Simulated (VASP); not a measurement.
Input of a VASP 6.6.1 run:

File INCAR:

```
SYSTEM = Ir
PREC = Accurate ; ENCUT = 520
EDIFF = 1E-7 ; ISMEAR = 1
SIGMA = 0.05 ; LREAL = .False.
LASPH = .True. ; NELM = 80
ALGO = Normal ; ISIF = 2
LWAVE = .False. ; LCHARG = .True.
GGA = PS ; LELF = .True.
LVHAR = .True. ; NBANDS = 16
```

File KPOINTS:

```
regular mesh
0
Gamma
  3 14 4
  0 0 0
```

File POSCAR:

```
Ir
1.0
   12.2384550000      0.0000000000      0.0000000000
    0.0000000000      2.2334310000      0.0000000000
    0.0000000000      0.0000000000      7.1930010000
Ir
2
Direct
    0.2500000000      0.0000000000      0.1639880000
    0.7500000000      0.0000000000      0.8360120000
```

Potentials or basis: VASP PAW PBE potentials, release 64 (Ir).

The run is started by

```sh
$ cat potpaw_PBE.64/Ir/POTCAR > POTCAR
$ mpirun -np 1 vasp_std > vasp.out
```

Q: Estimate the band gap on the k mesh.

A: Zero (band 9 reaches -1.25 eV, above the bottom of band 10 at -4.73 eV).

Q: What does it give for the pressure?

A: 1.0 GPa.

Stress tensor (GPa, compression positive):
```
-0.03  0.00  0.00
 0.00  3.11  0.00
 0.00  0.00 -0.02
```

Caveat: the PAW data sets were made with another functional, which shifts forces and pressure a little; spin-orbit coupling is left out, which moves the levels of the heavy elements.
